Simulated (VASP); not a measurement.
# ZnS: single point with r2SCAN

ZnS:

```
Zn S
1.0
     0.00000    2.70465    2.70465
     2.70465    0.00000    2.70465
     2.70465    2.70465    0.00000
Zn S
1 1
Cartesian
  0.0000 0.0000 0.0000
  4.0570 3.9951 3.9951
```

This cell differs from its parent crystal: all S atoms moved +0.087 Å, as atom 2 towards its neighbour atom 2 (S) at 3.825 Å.

- Program: VASP 6.6.1
- Task: single point
- Functional: r2SCAN
- Potentials or basis: VASP PAW PBE potentials, release 64 (Zn, S)
- Cutoff: 520 eV
- k mesh: 8 × 8 × 8
- Occupations: gaussian, width 0.05 eV
- Spin: no spin polarisation

The pressure is -0.5 GPa and the largest force is 0.516 eV/Å. The band gap on the k mesh is 2.60 eV.

Forces on the atoms (eV/Å):
```
Zn   0.090 -0.359 -0.359
S   -0.090  0.359  0.359
```

Stress tensor (GPa, compression positive):
```
-0.46 -1.36 -1.36
-1.36 -0.59  0.33
-1.36  0.33 -0.59
```

Levels at points of the mesh, in eV from the valence-band top:
| k point | band 5 | band 6 | band 7 | band 8 | band 9 | band 10 | band 11 | band 12 | band 13 | band 14 |
| --- | --- | --- | --- | --- | --- | --- | --- | --- | --- | --- |
| (0.00, 0.00, 0.00) | -6.02 | -6.02 | -0.15 | -0.06 | 0.00 | 2.60 | 6.82 | 6.83 | 6.91 | 12.23 |
| (0.50, 0.00, 0.00) | -6.00 | -5.85 | -5.60 | -1.07 | -0.90 | 3.86 | 7.28 | 7.58 | 9.40 | 12.71 |
| (0.00, 0.50, 0.00) | -5.99 | -5.83 | -5.42 | -1.09 | -0.80 | 3.75 | 7.08 | 7.60 | 9.34 | 12.76 |
| (0.50, 0.50, 0.50) | -5.99 | -5.82 | -5.25 | -1.00 | -0.82 | 3.64 | 7.09 | 7.39 | 9.27 | 12.81 |
| (0.50, 0.50, 0.00) | -5.95 | -5.81 | -4.66 | -2.35 | -2.30 | 3.64 | 4.44 | 11.66 | 12.66 | 12.84 |
| (0.00, 0.50, 0.50) | -5.95 | -5.81 | -4.67 | -2.34 | -2.30 | 3.66 | 4.41 | 11.66 | 12.74 | 12.78 |

Run time: 3.9 min on 1 thread of Intel(R) Xeon(R) Platinum 8488C (Sapphire Rapids) (shared host), peak memory 0.23 GiB.

Caveat: the cell differs from its parent crystal (all S atoms moved +0.087 Å, as atom 2 towards its neighbour atom 2 (S) at 3.825 Å); the PAW data sets were made with another functional, which shifts forces and pressure a little.
